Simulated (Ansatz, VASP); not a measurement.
**SnS: VASP beside Ansatz**

The input INCAR:

```
ALGO     = Normal         # electronic algorithm
EDIFF    = 1E-6           # SCF threshold, eV
ENCUT    = 500            # plane-wave cutoff, eV
GGA      = CA             # functional
GGA_COMPAT= F            
ISIF     = 2              # what is computed and relaxed
ISMEAR   = 0              # smearing method
LASPH    = T              # aspherical terms in the spheres
LCHARG   = F              # write CHGCAR
LREAL    = F              # projectors in reciprocal space
LWAVE    = F              # write WAVECAR
NBANDS   = 50             # bands
NELM     = 120            # most SCF steps
PREC     = Accurate       # precision mode
SIGMA    = 0.02           # smearing width, eV
```

KPOINTS

```
k-points
0
Gamma
  4 8 6
```

POSCAR

```
SnS
1.0
   10.9763776513      0.0000000000      0.0000000000
    0.0000000000      3.9538335277      0.0000000000
    0.0000000000      0.0000000000      4.1835097572
Sn S
4 4
Direct
    0.1178479411      0.2500000000      0.1090519942
    0.3821520589      0.7500000000      0.6090519942
    0.6178479411      0.2500000000      0.3909480058
    0.8821520589      0.7500000000      0.8909480058
    0.8539578955      0.2500000000      0.4738779046
    0.6460421045      0.7500000000      0.9738779046
    0.3539578955      0.2500000000      0.0261220954
    0.1460421045      0.7500000000      0.5261220954
```

Input for Ansatz:

```yaml
crystal:
  lattice:
    - [10.9763775948, 0.0, 0.0]
    - [0.0, 3.9538335236, 0.0]
    - [0.0, 0.0, 4.1835097692]
  atoms:
    - { symbol: Sn, position: [0.1178479396, 0.25, 0.1090519892] }
    - { symbol: Sn, position: [0.3821520604, 0.75, 0.6090519892] }
    - { symbol: Sn, position: [0.6178479396, 0.25, 0.3909480108] }
    - { symbol: Sn, position: [0.8821520604, 0.75, 0.8909480108] }
    - { symbol: S, position: [0.8539578951, 0.25, 0.4738779115] }
    - { symbol: S, position: [0.6460421049, 0.75, 0.9738779115] }
    - { symbol: S, position: [0.3539578951, 0.25, 0.0261220885] }
    - { symbol: S, position: [0.1460421049, 0.75, 0.5261220885] }
basis:
  ecutwfc: 420
kpoints:
  mp_grid: { grid: [4, 8, 6] }
  band_path: { path: [VBM, CBM], npoints: 2 }
hamiltonian:
  xc: lda
scf:
  occupations: { method: gaussian, width: 0.02 }
output:
  forces: true
  stress: true
  eigenvalues: true
```

Alike in both runs: task single point; functional LDA; k mesh 4 × 8 × 6; occupations gaussian, width 0.02 eV; no spin polarisation.

|  | VASP | Ansatz |
| --- | --- | --- |
| version | VASP 6.6.1 | Ansatz 0.2.0 |
| potentials or method | VASP PAW LDA potentials, release 64 (Sn_d, S), cutoff 500 eV | scalar-relativistic, plane waves, PAW |
| valence electrons in the cell | 80 | 80 |

```csv
,VASP,Ansatz,Ansatz less VASP
gap on the k mesh at the Fermi level (eV),0.62,0.65,+0.026
least direct gap on the mesh (eV),1.03,1.05,+0.017
pressure (GPa),0.0,0.0,0.00
rms of the force components (eV/Å),0.009,0.001,-0.0075
```

LDA's correlation is that of Perdew and Zunger in VASP and of Perdew and Wang (1992) in Ansatz. Atom by atom the forces differ by 0.008 eV/Å (rms over components).
